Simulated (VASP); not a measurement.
Set up this calculation in VASP 6.6.1, as the native input.

* Task: single point
* Functional: PBEsol
* Potentials or basis: VASP PAW PBE potentials, release 64 (Li_sv, S)
* Cutoff: 750 eV
* k mesh: 8 × 8 × 8
* Occupations: gaussian, width 0.01 eV
* Spin: no spin polarisation
* Dipole correction: no
* Further INCAR settings: ALGO = Normal; EDIFF = 1e-06; NBANDS = 13

The structure of Li2S lies in POSCAR:

```
Li2S
1.0
    2.7081260299      2.7081260299      0.0000000000
   -2.7081260299      2.7081260299      0.0000000000
    0.0000000000      2.7081260299      2.7081260299
Li S
2 1
Direct
    0.2500000000      0.7500000000      0.5000000000
    0.7500000000      0.2500000000      0.5000000000
    0.0000000000      0.0000000000      0.0000000000
```

One way to write it, as run:

INCAR

```
  PREC = Accurate
  ENCUT = 750
  EDIFF = 1E-6
  ISMEAR = 0
  SIGMA = 0.01
  LREAL = False
  LASPH = True
  NELM = 120
  ALGO = Normal
  ISIF = 2
  LWAVE = False
  LCHARG = True
  GGA = PS
  LELF = True
  LVHAR = True
  NBANDS = 13
  GGA_COMPAT = False
```

KPOINTS

```
regular mesh
0
Gamma
  8 8 8
```

Potentials or basis: VASP PAW PBE potentials, release 64 (Li_sv, S).

Command:

```console
$ cat potpaw_PBE.64/Li_sv/POTCAR potpaw_PBE.64/S/POTCAR > POTCAR
$ mpirun -np 1 vasp_std > vasp.out
```

It gave:

The pressure is 7.0 GPa and the band gap on the k mesh is 3.08 eV, indirect (least direct gap 4.86 eV).

Caveat: the PAW data sets were made with another functional, which shifts forces and pressure a little.

Run time: 35 s on 1 thread of Intel Xeon 8259CL, with other jobs on the host, peak memory 0.2 GiB.
